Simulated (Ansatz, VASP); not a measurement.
One calculation of Ir, two programs

File INCAR:

```
SYSTEM = Ir
ALGO = Normal
EDIFF = 1E-6
ENCUT = 560
GGA = CA
GGA_COMPAT = .FALSE.
ISIF = 2
ISMEAR = -1
LASPH = .TRUE.
LCHARG = .TRUE.
LELF = .TRUE.
LREAL = .FALSE.
LVHAR = .TRUE.
LWAVE = .FALSE.
NBANDS = 14
NELM = 120
PREC = Accurate
SIGMA = 0.1
```

File KPOINTS:

```
k-points
0
G
  11 11 11
  0 0 0
```

File POSCAR:

```
Ir
1.0
    0.0000000000      1.9060927672      1.9060927672
    1.9060927672      0.0000000000      1.9060927672
    1.9060927672      1.9060927672      0.0000000000
Ir
1
Direct
    0.0000000000      0.0000000000      0.0000000000
```

Input for Ansatz:

```yaml
crystal:
  lattice:
    - [0.0, 1.9060927672, 1.9060927672]
    - [1.9060927672, 0.0, 1.9060927672]
    - [1.9060927672, 1.9060927672, 0.0]
  atoms:
    - { symbol: Ir, position: [0.0, 0.0, 0.0] }
hamiltonian:
  xc: lda
  pseudopotentials:
    kind: paw
    azcp:
      Ir: "pseudopotentials/Ir.paw.azcp"
basis:
  ecutwfc: 420
  fft_grid_basis: typed
kpoints:
  mp_grid: { grid: [11, 11, 11], shift: [0, 0, 0] }
magnetization:
  spin_polarized: false
scf:
  occupations: { method: fermi_dirac, width: 0.1 }
  lower_state_search: "off"
output:
  stress: true
  write_density: true
  write_potential: true
  elf: true
  volumetric_format: npy
```

Alike in both runs: task single point; functional LDA; k mesh 11 × 11 × 11; occupations fermi-dirac, width 0.1 eV; no spin polarisation.

```csv
,VASP,Ansatz
version,VASP 6.6.1,Ansatz 0.2.0
potentials or method,"VASP PAW LDA potentials, release 64 (Ir_sv_GW), cutoff 560 eV","plane waves (420 eV) with PAW, scalar-relativistic"
valence electrons in the cell,17,17
```

Ansatz gave:

```
pressure (GPa) : 0.5
```

Question: What did VASP give for the same quantities?

Answer: Pressure (GPa): 0.1.

Ansatz warns that its potentials were made for another functional, while VASP's fit it. LDA's correlation is that of Perdew and Zunger in VASP and of Perdew and Wang (1992) in Ansatz.

Spin-orbit coupling is off throughout.
